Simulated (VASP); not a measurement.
A run of VASP 6.6.1 is set up as follows.

INCAR

```
PREC = Accurate
ENCUT = 520
EDIFF = 1E-7
ISMEAR = 0
SIGMA = 0.05
LREAL = F
LASPH = T
NELM = 80
ALGO = Normal
ISIF = 2
LWAVE = F
LCHARG = T
GGA = PE
LELF = T
LVHAR = T
NBANDS = 35
```

The input KPOINTS:

```
Automatic mesh
0
Gamma
  6 6 8
```

POSCAR

```
SnO2
1.0
    4.8265176357      0.0000000000      0.0000000000
    0.0000000000      4.8283676035      0.0000000000
    0.0000000000      0.0000000000      3.2381666599
Sn O
2 4
Direct
    0.4652686202      0.4652983041      0.4102565728
   -0.0347313798     -0.0347016959     -0.0897434272
    0.3064962475      0.3066616298      0.0000000000
    0.8064962475      0.1933383702      0.5000000000
    0.1935037525      0.8066616298      0.5000000000
    0.6935037525      0.6933383702      0.0000000000
```

Potentials or basis: VASP PAW PBE potentials, release 64 (Sn_d, O).

Run with:

```sh
$ cat potpaw_PBE.64/Sn_d/POTCAR potpaw_PBE.64/O/POTCAR > POTCAR
$ mpirun -np 1 vasp_std > vasp.out
```

What does it give for the largest force?

10.883 eV/Å.

What does it give for the pressure?

18.3 GPa.

Forces on the atoms (eV/Å):
```
Sn   4.613  4.612  8.712
Sn   1.854  1.851  4.920
O   -4.557 -4.556 -7.906
O   -1.186  1.512 -2.713
O    1.510 -1.185 -2.710
O   -2.233 -2.235 -0.302
```

Caveat: the cell differs from its parent crystal (all Sn atoms moved +0.375 Å, as atom 1 towards its neighbour atom 3 (O) at 2.089 Å); the cell stands under pressure; forces of over 1 eV/Å act on the atoms, so gaps and moduli don't describe the material at rest.
